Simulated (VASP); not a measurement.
# TiO2 in VASP: notebook

Runs on TiO2. Level: PBE. Tasks: single point.

Program: VASP 6.6.1. These are calculated values, not measurements. Logs are shortened: lines on timing, memory, paths and dates and some standing lists are left out, and cuts for length are marked.

## Step 1: The cell of the first run

Symmetry: P4_2/mnm, No. 136, tetragonal system. The conventional cell has a = 4.600 Å, b = 4.600 Å, c = 2.959 Å, α = 90.00°, β = 90.00°, γ = 90.00°. Ti (site symmetry mmm) has 6 O at 1.95 to 1.98 Å within 2.6 Å. Within 2.6 Å of O (site symmetry m2m) lie 3 Ti at 1.95 to 1.98 Å and 1 O at 2.55 Å.

## Step 2: Single point, PBE

Contents of INCAR:

```
ALGO = Normal ; EDIFF = 1E-6
ENCUT = 520 ; GGA = PE
ISIF = 2 ; ISMEAR = -1
LASPH = T ; LCHARG = F
LREAL = F ; LWAVE = F
NBANDS = 33 ; NELM = 60
PREC = Accurate ; SIGMA = 0.02
```

Contents of KPOINTS:

```
k-points
0
Gamma
  6 6 9
```

Contents of POSCAR:

```
TiO2
1.0
    4.5998373239      0.0000000000      0.0000000000
    0.0000000000      4.5998373239      0.0000000000
    0.0000000000      0.0000000000      2.9592135600
Ti O
2 4
Direct
    0.0000000000      0.0000000000      0.5000000000
    0.5000000000      0.5000000000      0.0000000000
    0.3043213200      0.3043213200      0.5000000000
    0.1956786800      0.8043213200      0.0000000000
    0.8043213200      0.1956786800      0.0000000000
    0.6956786800      0.6956786800      0.5000000000
```

Potentials or basis: VASP PAW PBE potentials, release 64 (Ti_sv, O).

On the command line:

```console
$ cat potpaw_PBE.64/Ti_sv/POTCAR potpaw_PBE.64/O/POTCAR > POTCAR
$ mpirun -np 1 vasp_std > vasp.out
```

OUTCAR:

```text
EDIFF = 1E-6
   ENCUT = 520
   GGA = PE
   ISIF = 2
   ISMEAR = -1
   LASPH = T
   LREAL = F
   NELM = 60
   PREC = Accurate

 ion  position               nearest neighbor table
   1  0.000  0.000  0.500-   4 1.95   5 1.95   4 1.95   5 1.95   3 1.98   6 1.98
   2  0.500  0.500  0.000-   3 1.95   6 1.95   3 1.95   6 1.95   5 1.98   4 1.98
   3  0.304  0.304  0.500-   2 1.95   2 1.95   1 1.98
   4  0.196  0.804  0.000-   1 1.95   1 1.95   2 1.98
   5  0.804  0.196  0.000-   1 1.95   1 1.95   2 1.98
   6  0.696  0.696  0.500-   2 1.95   2 1.95   1 1.98

  LATTYP: Found a simple tetragonal cell.
 ALAT       =     4.5998373239
 C/A-ratio  =     0.6433300466

  Lattice vectors:

 A1 = (   4.5998373239,   0.0000000000,   0.0000000000)
 A2 = (   0.0000000000,   4.5998373239,   0.0000000000)
 A3 = (   0.0000000000,   0.0000000000,   2.9592135600)

Analysis of symmetry for initial positions (statically):
=====================================================================
 Subroutine PRICEL returns:
 Original cell was already a primitive cell.

 Routine SETGRP: Setting up the symmetry group for a
 simple tetragonal supercell.

 Subroutine GETGRP returns: Found 16 space group operations
 (whereof  8 operations were pure point group operations)
 out of a pool of 16 trial point group operations.

The static configuration has the point symmetry D_2h.
 The point group associated with its full space group is D_4h.

Analysis of symmetry for dynamics (positions and initial velocities):
=====================================================================
 Subroutine PRICEL returns:
 Original cell was already a primitive cell.

 Routine SETGRP: Setting up the symmetry group for a
 simple tetragonal supercell.

 Subroutine GETGRP returns: Found 16 space group operations
 (whereof  8 operations were pure point group operations)
 out of a pool of 16 trial point group operations.

The dynamic configuration has the point symmetry D_2h.
 The point group associated with its full space group is D_4h.

 Subroutine INISYM returns: Found 16 space group operations
 (whereof  8 operations are pure point group operations),
 and found     1 'primitive' translations

----------------------------------------------------------------------------------------

                                     Primitive cell

  volume of cell :      62.6125

  direct lattice vectors                    reciprocal lattice vectors
     4.599837324  0.000000000  0.000000000     0.217398993  0.000000000  0.000000000
     0.000000000  4.599837324  0.000000000     0.000000000  0.217398993  0.000000000
     0.000000000  0.000000000  2.959213560     0.000000000  0.000000000  0.337927622

  length of vectors
     4.599837324  4.599837324  2.959213560     0.217398993  0.217398993  0.337927622

  position of ions in fractional coordinates (direct lattice)
     0.000000000  0.000000000  0.500000000
     0.500000000  0.500000000  0.000000000
     0.304321320  0.304321320  0.500000000
     0.195678680  0.804321320  0.000000000
     0.804321320  0.195678680  0.000000000
     0.695678680  0.695678680  0.500000000

  ion indices of the primitive-cell ions
   primitive index   ion index
                 1           1
                 2           2
                 3           3
                 4           4
                 5           5
                 6           6

----------------------------------------------------------------------------------------

 KPOINTS: k-points

Automatic generation of k-mesh.
 Grid dimensions read from file:
 generate k-points for:    6    6    9

 Generating k-lattice:

  Cartesian coordinates                     Fractional coordinates (reciprocal lattice)
     0.036233165  0.000000000  0.000000000     0.166666667  0.000000000  0.000000000
     0.000000000  0.036233165  0.000000000     0.000000000  0.166666667  0.000000000
     0.000000000  0.000000000  0.037547514     0.000000000  0.000000000  0.111111111

  Length of vectors
     0.036233165  0.036233165  0.037547514

  Shift w.r.t. Gamma in fractional coordinates (k-lattice)
     0.000000000  0.000000000  0.000000000

 Subroutine IBZKPT returns following result:
 ===========================================

 Found     50 irreducible k-points:

 Following reciprocal coordinates:
            Coordinates               Weight
  0.000000  0.000000  0.000000      1.000000
  0.166667  0.000000  0.000000      4.000000
  0.333333  0.000000  0.000000      4.000000
  0.500000  0.000000  0.000000      2.000000
  0.166667  0.166667  0.000000      4.000000
  0.333333  0.166667  0.000000      8.000000
[... 16 lines left out ...]
  0.333333  0.000000  0.222222      8.000000
  0.500000  0.000000  0.222222      4.000000
 [... further k-points ...]
   k-points           NKPTS =     50   k-points in BZ     NKDIM =     50   number of bands    NBANDS=     33
   number of dos      NEDOS =    301   number of ions     NIONS =      6
   total plane-waves  NPLWV =  31104
   dimension x,y,z NGX =    36 NGY =   36 NGZ =   24
   dimension x,y,z NGXF=    72 NGYF=   72 NGZF=   48
   ions per type =               2   4
   NGX,Y,Z   is equivalent  to a cutoff of  13.01, 13.01, 13.48 a.u.
   NGXF,Y,Z  is equivalent  to a cutoff of  26.02, 26.02, 26.97 a.u.
 SYSTEM =  unknown system
   PREC   = accura    normal or accurate (medium, high low for compatibility)
   ISTART =      0    job   : 0-new  1-cont  2-samecut
   ICHARG =      2    charge: 1-file 2-atom 10-const
   ISPIN  =      1    spin polarized calculation?
   LNONCOLLINEAR =      F non collinear calculations
   LSORBIT =      F    spin-orbit coupling
   LASPH  =      T    aspherical Exc in radial PAW
   ENCUT  =  520.0 eV  38.22 Ry    6.18 a.u.   8.55  8.55  5.50*2*pi/ulx,y,z
   NELM   =     60;   NELMIN=  2; NELMDL= -5     # of ELM steps
   EDIFF  = 0.1E-05   stopping-criterion for ELM
   LREAL  =      F    real-space projection
   EDIFFG = 0.1E-04   stopping-criterion for IOM
   NSW    =      0    number of steps for IOM
   IBRION =     -1    ionic relax: 0-MD 1-quasi-New 2-CG
   NFREE  =      0    steps in history (QN), initial steepest desc. (CG)
   ISIF   =      2    stress and relaxation
   ISYM   =      2    0-nonsym 1-usesym 2-fastsym
   POTIM  = 0.5000    time-step for ionic-motion
   TEBEG  =    0.0;   TEEND  =   0.0 temperature during run
   PSTRESS=    0.0 pullay stress
   NELECT =      48.0000    total number of electrons
   NUPDOWN=      -1.0000    fix difference up-down
   EMIN   =  10.00;   EMAX   =-10.00  energy-range for DOS
   EFERMI =   0.00;   METHOD = LEGACY
   ISMEAR =    -1;   SIGMA  =   0.02  broadening in eV -4-tet -1-fermi 0-gaus
   EFERMI_NEDOS =   21; number of points for ismear=-14 and -15
   IALGO  =     38    algorithm
   IMIX   =      4    mixing-type and parameters
     AMIX     =   0.40;   BMIX     =  1.00
     AMIX_MAG =   1.60;   BMIX_MAG =  1.00
  volume/ion in A,a.u.               =      10.44        70.42
  Fermi-wavevector in a.u.,A,eV,Ry     =   1.498309  2.831394 30.544140  2.244931
  Thomas-Fermi vector in A             =   2.610085
   LORBIT       =      0    0 simple, 1 ext, 2 COOP (PROOUT), +10 PAW based schemes
   GGA     = PE    functional components
   LHFCALC =     F    Hartree Fock is set to
   AEXX    =    0.0000 exact exchange contribution
   IVDW    =     0    specifies the selected vdW correction
   LEPSILON=     F    determine dielectric tensor
   LRPA    =     F    only Hartree local field effects (RPA)
 non-spin polarized calculation
  energy-cutoff  :      520.00
  volume of cell :       62.61
 maximum number of plane-waves:      1720
 NGX is ok and might be reduce to    36
   NGX = 17   NGY = 17   NGZ = 11

 number of electron      48.0000021 magnetization

 Free energy of the ion-electron system (eV)
  ---------------------------------------------------
  ext. energy  EPLUGINS =         0.00000000
  ---------------------------------------------------
  free energy    TOTEN  =       -53.65236306 eV

  energy without entropy =      -53.65236306  energy(sigma->0) =      -53.65236306

 E-fermi :   5.2432     XC(G=0): -11.3976

 val. band max:        4.8288238700   @ k =   0.0000   0.0000   0.0000
 cond. band min:       6.6672545534   @ k =   0.0000   0.0000   0.0000
 fundamental gap:      1.8384306834
 Fermi energy:         5.2432392039

 k-point     1 :       0.0000    0.0000    0.0000
  band No.  band energies     occupation
      1     -52.1127      2.00000
      2     -52.0959      2.00000
      3     -28.4173      2.00000
      4     -28.4173      2.00000
      5     -28.2545      2.00000
      6     -28.2545      2.00000
[... 25 lines left out ...]
     32      11.3811      0.00000
     33      11.3817      0.00000

 k-point     2 :       0.1667    0.0000    0.0000
  band No.  band energies     occupation
      1     -52.1116      2.00000
      2     -52.0970      2.00000
      3     -28.4086      2.00000
      4     -28.4078      2.00000
      5     -28.2651      2.00000
      6     -28.2642      2.00000
[... 25 lines left out ...]
     32      11.2874      0.00000
     33      11.3073      0.00000

 k-point     3 :       0.3333    0.0000    0.0000
  band No.  band energies     occupation
      1     -52.1085      2.00000
      2     -52.1001      2.00000
      3     -28.3853      2.00000
      4     -28.3832      2.00000
      5     -28.2918      2.00000
      6     -28.2895      2.00000
[... 25 lines left out ...]
     32      11.0996      0.00000
     33      11.1379      0.00000

 k-point     4 :       0.5000    0.0000    0.0000
  band No.  band energies     occupation
      1     -52.1043      2.00000
      2     -52.1043      2.00000
      3     -28.3647      2.00000
      4     -28.3647      2.00000
      5     -28.3112      2.00000
      6     -28.3112      2.00000
[... 673 lines left out ...]
     32      10.6052      0.00000
     33      10.8505      0.00000

 k-point    23 :       0.3333    0.0000    0.2222
  band No.  band energies     occupation
      1     -52.0911      2.00000
      2     -52.0846      2.00000
      3     -28.4074      2.00000
      4     -28.3914      2.00000
      5     -28.3384      2.00000
      6     -28.3284      2.00000
[... 25 lines left out ...]
     32      10.1944      0.00000
     33      10.9272      0.00000

 k-point    24 :       0.5000    0.0000    0.2222
  band No.  band energies     occupation
      1     -52.0878      2.00000
      2     -52.0878      2.00000
      3     -28.4026      2.00000
      4     -28.4026      2.00000
      5     -28.3193      2.00000
      6     -28.3193      2.00000
[... 25 lines left out ...]
     32      10.0207      0.00000
     33      11.3465      0.00000

 [... further k-points ...]

------------------------ aborting loop because EDIFF is reached ----------------------------------------

  FORCE on cell =-STRESS in cart. coord.  units (eV):
  Direction    XX          YY          ZZ          XY          YZ          ZX
  --------------------------------------------------------------------------------------
  -------------------------------------------------------------------------------------
  Total        1.9934631      1.9934631      1.7886830     -0.0000000      0.0000000      0.0000000
  in kB       51.0102601     51.0102601     45.7701879     -0.0000000      0.0000000      0.0000000
  external PRESSURE =      49.2635694 kB  Pullay stress =       0.0000000 kB

 VOLUME and BASIS-vectors are now :
 -----------------------------------------------------------------------------
  energy-cutoff  :      520.00
  volume of cell :       62.61
      direct lattice vectors                 reciprocal lattice vectors
     4.599837324  0.000000000  0.000000000     0.217398993  0.000000000  0.000000000
     0.000000000  4.599837324  0.000000000     0.000000000  0.217398993  0.000000000
     0.000000000  0.000000000  2.959213560     0.000000000  0.000000000  0.337927622

 POSITION                                       TOTAL-FORCE (eV/Angst)
 -----------------------------------------------------------------------------------
      0.00000      0.00000      1.47961         0.000000      0.000000      0.000000
      2.29992      2.29992      0.00000         0.000000      0.000000      0.000000
      1.39983      1.39983      1.47961        -0.014801     -0.014801     -0.000000
      0.90009      3.69975      0.00000         0.014801     -0.014801     -0.000000
      3.69975      0.90009      0.00000        -0.014801      0.014801      0.000000
      3.20001      3.20001      1.47961         0.014801      0.014801      0.000000
 -----------------------------------------------------------------------------------
    total drift:                                0.000000      0.000000      0.000000

  FREE ENERGIE OF THE ION-ELECTRON SYSTEM (eV)
  ---------------------------------------------------
  free  energy   TOTEN  =       -53.6523630643 eV

  energy  without entropy=      -53.6523630643  energy(sigma->0) =      -53.65236306
```

It took 2.5 min on 1 thread of Intel Xeon 8259CL, shared host; peak memory 0.22 GiB.

Results:

```
Free energy            : -53.6524 eV
Pressure               : 4.9 GPa
Largest force          : 0.021 eV/Å
Band gap on the k mesh : 1.84 eV
```

Forces on the atoms (eV/Å):
```
Ti   0.000  0.000  0.000
Ti   0.000  0.000  0.000
O   -0.015 -0.015  0.000
O    0.015 -0.015  0.000
O   -0.015  0.015  0.000
O    0.015  0.015  0.000
```

Stress tensor (GPa, compression positive):
```
5.10 0.00 0.00
0.00 5.10 0.00
0.00 0.00 4.58
```

Caveat: the cell stands under pressure; an odd mesh through Γ misses points on the zone boundary, where band edges can lie.

[end of part 1 of 2]
